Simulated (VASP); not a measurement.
Input of a VASP 6.6.1 run:

INCAR

```
PREC = Accurate
ENCUT = 880
EDIFF = 1E-6
ISMEAR = -1
SIGMA = 0.05
LREAL = F
LASPH = T
NELM = 200
ALGO = Normal
ISIF = 2
LWAVE = F
LCHARG = T
ISPIN = 2
MAGMOM = 0.55 0 0
LORBIT = 11
LMAXMIX = 4
GGA = PE
LELF = T
LVHAR = T
NBANDS = 23
GGA_COMPAT = F
```

Contents of KPOINTS:

```
regular mesh
0
Gamma
  10 10 7
```

The input POSCAR:

```
LiFeN
1.0
    3.1006003459      0.0000000000      0.0000000000
   -1.5503001729      2.6851986665      0.0000000000
    0.0000000000      0.0000000000      4.1453390000
Fe N Li
1 1 1
Direct
    0.3333333333      0.6666666667      0.5000000000
    0.0000000000      0.0000000000      0.5000000000
    0.0000000000      0.0000000000      0.0000000000
```

Potentials or basis: VASP PAW PBE potentials, release 64 (Fe_sv, N, Li_sv).

Launch:

```sh
$ cat potpaw_PBE.64/Fe_sv/POTCAR potpaw_PBE.64/N/POTCAR potpaw_PBE.64/Li_sv/POTCAR > POTCAR
$ mpirun -np 1 vasp_std > vasp.out
```

(1) What does it give for the site moments?

(2) What does it give for the net moment?

(3) What does it give for the pressure?

Results:

(1) Fe +0.11; N -0.00; Li -0.00 μB.

(2) 0.11 μB per cell.

(3) -1.5 GPa.
